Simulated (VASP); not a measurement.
# Be2C (Fm-3m) in VASP: a series of runs

The runs below take Be2C through single point, with PBE.

All numbers are computed with VASP 6.6.1; they aren't measurements. Logs are shortened: lines on timing, memory, paths and dates and some standing lists are left out, and cuts for length are marked.

### 1 The cell of the first run

Symmetry: Fm-3m, No. 225, cubic system. Conventional cell: a = 4.330 Å, b = 4.330 Å, c = 4.330 Å, α = 90.00°, β = 90.00°, γ = 90.00°. Be (site symmetry -43m) has 4 C at 1.87 Å and 6 Be at 2.17 Å within 2.5 Å. C (site symmetry m-3m) has 8 Be at 1.87 Å within 2.5 Å.

### 2 Single point, PBE

INCAR

```
SYSTEM = Be2C
PREC     = Accurate       ! precision mode
ENCUT    = 600            ! plane-wave cutoff, eV
EDIFF    = 1E-6           ! SCF threshold, eV
ISMEAR   = -1             ! smearing method
SIGMA    = 0.15           ! smearing width, eV
LREAL    = .FALSE.        ! projectors in reciprocal space
LASPH    = .TRUE.         ! aspherical terms in the spheres
NELM     = 120            ! most SCF steps
ALGO     = Normal         ! electronic algorithm
ISIF     = 2              ! what is computed and relaxed
LWAVE    = .FALSE.        ! write WAVECAR
LCHARG   = .FALSE.        ! write CHGCAR
GGA      = PE             ! functional
NBANDS   = 11             ! bands
GGA_COMPAT= .FALSE.
```

KPOINTS

```
regular mesh
0
G
  14 14 14
  0 0 0
```

POSCAR

```
Be2C
1.0
    0.0000000000      2.1650000000      2.1650000000
    2.1650000000      0.0000000000      2.1650000000
    2.1650000000      2.1650000000      0.0000000000
Be C
2 1
Direct
    0.2500000000      0.2500000000      0.2500000000
    0.7500000000      0.7500000000      0.7500000000
    0.0000000000      0.0000000000      0.0000000000
```

Potentials or basis: VASP PAW PBE potentials, release 64 (Be, C).

The run is started by

```
cat potpaw_PBE.64/Be/POTCAR potpaw_PBE.64/C/POTCAR > POTCAR
mpirun -np 1 vasp_std > vasp.out
```

OUTCAR:

```text
SYSTEM = Be2C
   PREC = Accurate
   ENCUT = 600
   EDIFF = 1E-6
   ISMEAR = -1
   LREAL = .FALSE.
   LASPH = .TRUE.
   NELM = 120
   ISIF = 2
   GGA = PE

 ion  position               nearest neighbor table
   1  0.250  0.250  0.250-   3 1.87   3 1.87   3 1.87   3 1.87   2 2.17   2 2.17   2 2.17   2 2.17
                             2 2.17   2 2.17
   2  0.750  0.750  0.750-   3 1.87   3 1.87   3 1.87   3 1.87   1 2.17   1 2.17   1 2.17   1 2.17
                             1 2.17   1 2.17
   3  0.000  0.000  0.000-   2 1.87   2 1.87   2 1.87   1 1.87   2 1.87   1 1.87   1 1.87   1 1.87

  LATTYP: Found a face centered cubic cell.
 ALAT       =     4.3300000000

  Lattice vectors:

 A1 = (   0.0000000000,   2.1650000000,   2.1650000000)
 A2 = (   2.1650000000,   0.0000000000,   2.1650000000)
 A3 = (   2.1650000000,   2.1650000000,   0.0000000000)

Analysis of symmetry for initial positions (statically):
=====================================================================
 Subroutine PRICEL returns:
 Original cell was already a primitive cell.

 Routine SETGRP: Setting up the symmetry group for a
 face centered cubic supercell.

 Subroutine GETGRP returns: Found 48 space group operations
 (whereof 48 operations were pure point group operations)
 out of a pool of 48 trial point group operations.

The static configuration has the point symmetry O_h .

Analysis of symmetry for dynamics (positions and initial velocities):
=====================================================================
 Subroutine PRICEL returns:
 Original cell was already a primitive cell.

 Routine SETGRP: Setting up the symmetry group for a
 face centered cubic supercell.

 Subroutine GETGRP returns: Found 48 space group operations
 (whereof 48 operations were pure point group operations)
 out of a pool of 48 trial point group operations.

The dynamic configuration has the point symmetry O_h .

 Subroutine INISYM returns: Found 48 space group operations
 (whereof 48 operations are pure point group operations),
 and found     1 'primitive' translations

----------------------------------------------------------------------------------------

                                     Primitive cell

  volume of cell :      20.2957

  direct lattice vectors                    reciprocal lattice vectors
     0.000000000  2.165000000  2.165000000    -0.230946882  0.230946882  0.230946882
     2.165000000  0.000000000  2.165000000     0.230946882 -0.230946882  0.230946882
     2.165000000  2.165000000  0.000000000     0.230946882  0.230946882 -0.230946882

  length of vectors
     3.061772363  3.061772363  3.061772363     0.400011734  0.400011734  0.400011734

  position of ions in fractional coordinates (direct lattice)
[... 89 lines left out ...]
   POTIM  = 0.5000    time-step for ionic-motion
   TEBEG  =    0.0;   TEEND  =   0.0 temperature during run
   PSTRESS=    0.0 pullay stress
   NELECT =       8.0000    total number of electrons
   NUPDOWN=      -1.0000    fix difference up-down
   EMIN   =  10.00;   EMAX   =-10.00  energy-range for DOS
   EFERMI =   0.00;   METHOD = LEGACY
   ISMEAR =    -1;   SIGMA  =   0.15  broadening in eV -4-tet -1-fermi 0-gaus
   EFERMI_NEDOS =   21; number of points for ismear=-14 and -15
   IALGO  =     38    algorithm
   IMIX   =      4    mixing-type and parameters
     AMIX     =   0.40;   BMIX     =  1.00
     AMIX_MAG =   1.60;   BMIX_MAG =  1.00
  volume/ion in A,a.u.               =       6.77        45.65
  Fermi-wavevector in a.u.,A,eV,Ry     =   1.200338  2.268310 19.603432  1.440812
  Thomas-Fermi vector in A             =   2.336177
   LORBIT       =      0    0 simple, 1 ext, 2 COOP (PROOUT), +10 PAW based schemes
   GGA     = PE    functional components
   LHFCALC =     F    Hartree Fock is set to
   AEXX    =    0.0000 exact exchange contribution
   IVDW    =     0    specifies the selected vdW correction
   LEPSILON=     F    determine dielectric tensor
   LRPA    =     F    only Hartree local field effects (RPA)
 non-spin polarized calculation
  energy-cutoff  :      600.00
  volume of cell :       20.30
 maximum number of plane-waves:       700
   NGX = 13   NGY = 13   NGZ = 13

 number of electron       8.0000000 magnetization

 Free energy of the ion-electron system (eV)
  ---------------------------------------------------
  ext. energy  EPLUGINS =         0.00000000
  ---------------------------------------------------
  free energy    TOTEN  =       -17.45709204 eV

  energy without entropy =      -17.45676852  energy(sigma->0) =      -17.45693028

 E-fermi :   8.3872     XC(G=0): -11.4364

 val. band max:        7.7231803235   @ k =   0.0000   0.0000   0.0000
 cond. band min:       8.8807596754   @ k =   0.5000   0.5000   0.0000
 fundamental gap:      1.1575793519
 Fermi energy:         8.3872381637

 k-point     1 :       0.0000    0.0000    0.0000
  band No.  band energies     occupation
      1      -7.3123      2.00000
      2       7.7232      1.97638
      3       7.7232      1.97638
      4       7.7232      1.97638
      5      11.8506      0.00000
      6      11.8506      0.00000
      7      11.8506      0.00000
      8      14.4675      0.00000
      9      20.8882      0.00000
     10      20.8882      0.00000
     11      20.8882      0.00000
[... 309 lines left out ...]
 k-point    24 :       0.2857    0.1429    0.0000
  band No.  band energies     occupation
      1      -6.1489      2.00000
      2       3.2643      2.00000
      3       5.2555      2.00000
      4       6.0550      2.00000
      5      12.6324      0.00000
      6      13.8911      0.00000
      7      14.9225      0.00000
      8      15.1539      0.00000
      9      19.0479      0.00000
     10      21.9138      0.00000
     11      23.5508      0.00000

 [... further k-points ...]
[... 5 lines left out ...]
  --------------------------------------------------------------------------------------
  -------------------------------------------------------------------------------------
  Total        0.0049387      0.0049387      0.0049387      0.0000000     -0.0000000      0.0000000
  in kB        0.3898721      0.3898721      0.3898721      0.0000000     -0.0000000      0.0000000
  external PRESSURE =       0.3898721 kB  Pullay stress =       0.0000000 kB

 VOLUME and BASIS-vectors are now :
 -----------------------------------------------------------------------------
  energy-cutoff  :      600.00
  volume of cell :       20.30
      direct lattice vectors                 reciprocal lattice vectors
     0.000000000  2.165000000  2.165000000    -0.230946882  0.230946882  0.230946882
     2.165000000  0.000000000  2.165000000     0.230946882 -0.230946882  0.230946882
     2.165000000  2.165000000  0.000000000     0.230946882  0.230946882 -0.230946882

 POSITION                                       TOTAL-FORCE (eV/Angst)
 -----------------------------------------------------------------------------------
      1.08250      1.08250      1.08250         0.000000      0.000000      0.000000
      3.24750      3.24750      3.24750        -0.000000     -0.000000     -0.000000
      0.00000      0.00000      0.00000        -0.000000      0.000000     -0.000000
 -----------------------------------------------------------------------------------
    total drift:                               -0.000000      0.000000      0.000000

  FREE ENERGIE OF THE ION-ELECTRON SYSTEM (eV)
  ---------------------------------------------------
  free  energy   TOTEN  =       -17.4570920392 eV

  energy  without entropy=      -17.4567685247  energy(sigma->0) =      -17.45693028
```

stdout:

```text
POSCAR found type information on POSCAR BeC
 POSCAR found :  2 types and       3 ions
 scaLAPACK will be used
 LDA part: xc-table for (Slater+PW92), standard interpolation
 POSCAR, INCAR and KPOINTS ok, starting setup
 FFT: planning ... GRIDC
 FFT: planning ... GRID_SOFT
 FFT: planning ... GRID
 WAVECAR not read
 entering main loop
```

It took 6.9 s on 1 thread of Intel Xeon 6975P-C (Granite Rapids), shared host; peak memory 0.15 GiB.

Results:

| Property | Result |
| --- | --- |
| Free energy | -17.4571 eV |
| Pressure | 0.0 GPa |
| Band gap on the k mesh | 1.16 eV, indirect (least direct gap 4.13 eV) |

### 3 Single point, PBE

INCAR

```
SYSTEM = Be2C
PREC = Accurate
ENCUT = 600
EDIFF = 1E-6
ISMEAR = 0
SIGMA = 0.05
LREAL = .False.
LASPH = .True.
NELM = 120
ALGO = Normal
ISIF = 2
LWAVE = .False.
LCHARG = .False.
GGA = PE
NBANDS = 11
GGA_COMPAT = .False.
```

KPOINTS

```
Automatic mesh
0
Gamma
  14 14 14
  0 0 0
```

POSCAR is that of step 2.

Potentials or basis: VASP PAW PBE potentials, release 64 (Be, C).

The run is started by

```
cat potpaw_PBE.64/Be/POTCAR potpaw_PBE.64/C/POTCAR > POTCAR
mpirun -np 1 vasp_std > vasp.out
```

Wall time 6.9 s (1 thread of Intel Xeon 6975P-C (Granite Rapids), shared host); peak memory 0.15 GiB.

It converged, with:

```yaml
Free_energy: -17.4570 eV
Pressure: 0.0 GPa
Band_gap_on_the_k_mesh: 1.16 eV, indirect (least direct gap 4.13 eV)
```

Levels at points of the mesh, in eV from the valence-band top:
```tsv
k point	band 1	band 2	band 3	band 4	band 5	band 6	band 7	band 8
(0.00, 0.00, 0.00)	-15.04	0.00	0.00	0.00	4.13	4.13	4.13	6.74
(0.50, 0.00, 0.00)	-12.17	-8.72	-1.83	-1.83	5.00	5.00	7.00	9.81
(0.50, 0.50, 0.00)	-11.42	-6.77	-4.72	-4.72	1.16	5.72	13.24	13.24
```

### 4 Single point, PBE

INCAR

```
SYSTEM = Be2C
PREC = Accurate ; ENCUT = 600
EDIFF = 1E-6 ; ISMEAR = -1
SIGMA = 0.28 ; LREAL = .FALSE.
LASPH = .TRUE. ; NELM = 120
ALGO = Normal ; ISIF = 2
LWAVE = .FALSE. ; LCHARG = .FALSE.
GGA = PE ; NBANDS = 11
GGA_COMPAT = .FALSE.
```

KPOINTS

```
regular mesh
0
G
  14 14 14
  0 0 0
```

POSCAR is that of step 3.

The run is started by

```
cat potpaw_PBE.64/Be/POTCAR potpaw_PBE.64/C/POTCAR > POTCAR
mpirun -np 1 vasp_std > vasp.out
```

Wall time 6.9 s (1 thread of Intel Xeon 6975P-C (Granite Rapids), shared host); peak memory 0.15 GiB.

Results (log left out):

```yaml
Free_energy: -17.4585 eV
Pressure: 0.1 GPa
Band_gap_on_the_k_mesh: 1.16 eV, indirect (least direct gap 4.13 eV)
```

Levels at points of the mesh, in eV from the valence-band top:
| k point | band 1 | band 2 | band 3 | band 4 | band 5 | band 6 | band 7 | band 8 |
| --- | --- | --- | --- | --- | --- | --- | --- | --- |
| (0.00, 0.00, 0.00) | -15.03 | 0.00 | 0.00 | 0.00 | 4.13 | 4.13 | 4.13 | 6.74 |
| (0.50, 0.00, 0.00) | -12.17 | -8.72 | -1.83 | -1.83 | 5.01 | 5.01 | 7.00 | 9.81 |
| (0.50, 0.50, 0.00) | -11.42 | -6.77 | -4.72 | -4.72 | 1.16 | 5.72 | 13.24 | 13.24 |

A k mesh can miss the band edges. PBE gaps usually lie below the measured ones, often by a third to a half.

[end of part 1 of 2]
